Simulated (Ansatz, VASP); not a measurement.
## One calculation of FeNi3, two programs

The input INCAR:

```
  ALGO = Normal
  EDIFF = 1E-7
  ENCUT = 520
  GGA = PE
  ISIF = 2
  ISMEAR = -1
  ISPIN = 2
  LASPH = T
  LCHARG = T
  LELF = T
  LMAXMIX = 4
  LORBIT = 11
  LREAL = F
  LVHAR = T
  LWAVE = F
  MAGMOM = 1 1 1 3
  NBANDS = 31
  NELM = 150
  PREC = Accurate
  SIGMA = 0.05
```

The input KPOINTS:

```
k-points
0
Gamma
  8 8 8
```

File POSCAR:

```
FeNi3
1.0
    3.5916500865      0.0000000000      0.0000000000
    0.0000000000      3.5916500865      0.0000000000
    0.0000000000      0.0000000000      3.5916500865
Ni Fe
3 1
Direct
    0.5000000000      0.5000000000      0.0000000000
    0.5000000000      0.0000000000      0.5000000000
    0.0000000000      0.5000000000      0.5000000000
    0.0000000000      0.0000000000      0.0000000000
```

File input.yaml:

```yaml
crystal:
  lattice:
    - [3.5916500865, 0.0, 0.0]
    - [0.0, 3.5916500865, 0.0]
    - [0.0, 0.0, 3.5916500865]
  atoms:
    - { symbol: Ni, position: [0.5, 0.5, 0.0], spin: 1.0 }
    - { symbol: Ni, position: [0.5, 0.0, 0.5], spin: 1.0 }
    - { symbol: Ni, position: [0.0, 0.5, 0.5], spin: 1.0 }
    - { symbol: Fe, position: [0.0, 0.0, 0.0], spin: 3.0 }
hamiltonian:
  xc: pbe
  pseudopotentials: { kind: paw }
magnetization:
  spin_polarized: true
kpoints:
  mp_grid: { grid: [8, 8, 8] }
scf:
  occupations: { method: fermi_dirac, width: 0.05 }
output:
  forces: true
  stress: true
  eigenvalues: true
  write_density: true
  write_potential: true
  elf: true
  volumetric_format: npy
```

Alike in both runs: task single point; functional PBE; k mesh 8 × 8 × 8; occupations fermi-dirac, width 0.05 eV; collinear spin.

|  | VASP | Ansatz |
| --- | --- | --- |
| version | VASP 6.6.1 | Ansatz 0.2.0 |
| potentials or method | VASP PAW PBE potentials, release 64 (Ni, Fe) | Ansatz PAW |
| plane-wave cutoff (eV) | 520 | 420 |
| valence electrons in the cell | 38 | 70 |

```csv
,VASP,Ansatz,Ansatz less VASP
gap on the k mesh at the Fermi level (eV),none,none,-
pressure (GPa),-6.9,-6.8,+0.05
net moment per atom (μB),1.23,1.25,+0.017
size of the moment on the site where the two differ most (μB),0.67,0.72,+0.057
```

Site moments also hang on the region over which each program counts them. A gap of «none» marks a metal or a gap that the smearing closes. The functional is the same, so the differences come from potentials, cutoffs and numerics. VASP's potentials hold 38 valence electrons a cell and Ansatz's 70, so a difference there can come from the potentials and not from the codes.
